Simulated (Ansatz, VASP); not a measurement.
One calculation of MgHgSe2, two programs

```
CELL_PARAMETERS angstrom
4.35393 0.00000 0.00000
0.00000 4.35393 0.00000
0.00000 0.00000 6.05621
ATOMIC_POSITIONS crystal
Mg 0.00000 0.00000 0.00000
Se 0.00000 0.50000 0.23519
Se 0.50000 0.00000 0.76481
Hg 0.50000 0.50000 0.50000
```

Alike in both runs: task single point; functional PBE; k mesh 6 × 6 × 4; no spin polarisation.

```csv
,VASP,Ansatz
version,VASP 6.6.1,Ansatz 0.2.0
potentials or method,"VASP PAW PBE potentials, release 64 (Mg, Se, Hg)","plane waves, PAW"
plane-wave cutoff (eV),520,420
occupations,"gaussian, width 0.01 eV",fixed
valence electrons in the cell,26,62
```

```tsv
	VASP	Ansatz	Ansatz less VASP
gap on the k mesh at the Fermi level (eV)	0.56	0.56	+0.004
pressure (GPa)	0.1	0.0	-0.08
rms of the force components (eV/Å)	0.015	0.001	-0.0139
```

VASP's potentials hold 26 valence electrons a cell and Ansatz's 62, so a difference there can come from the potentials and not from the codes.

Neither program's run includes spin-orbit coupling.
